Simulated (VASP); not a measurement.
Runs of VASP 6.6.1 on P4C. The structure is that of space group Im-3m (No. 229), or close to it. The cells are those of the table. 

```csv
task,spin,cell,k mesh,cutoff (eV),gap on the mesh (eV),pressure (GPa),moment (μB),relaxed volume (Å³/atom)
relaxation of cell and atoms,off,"relaxed from a = 4.423 Å, angles 109.5°, 5 atoms",10 × 10 × 10,600,none,0.0,-,13.39
single point,off,"a = 4.423 Å, angles 109.5°, 5 atoms",6 × 6 × 6,520,none,-0.2,-,-
relaxation of cell and atoms,"collinear, ferromagnetic start","relaxed from a = 4.956 Å, angles 109.5°, 5 atoms",4 × 4 × 4,600,none,-0.1,0.00,(a)
relaxation of cell and atoms,off,"relaxed from a = 4.440 Å, angles 109.5°, 5 atoms",6 × 6 × 6,600,none,0.4,-,(b)
single point,off,"a = 4.433 Å, angles 109.5°, 5 atoms",10 × 10 × 10,520,none,-0.2,-,-
single point,"collinear, ferromagnetic start","a = 4.956 Å, angles 109.5°, 5 atoms",4 × 4 × 4,520,none,-16.6,0.38,-
single point,"collinear, ferromagnetic start","a = 4.440 Å, angles 109.5°, 5 atoms",4 × 4 × 4,520,none,0.0,0.00,-
```

Alike in all rows: level PBE; potentials or basis VASP PAW PBE potentials, release 64 (P, C); smearing gaussian 0.1 eV.

Question: Estimate the missing entries.

Answer: (a) 13.48; (b) 13.24.

Caveats: some runs use coarse meshes; the volume moved by over 15 % at a fixed basis, so the end points are rough (some runs).

A gap of «none» marks levels without a gap at the run's occupations.
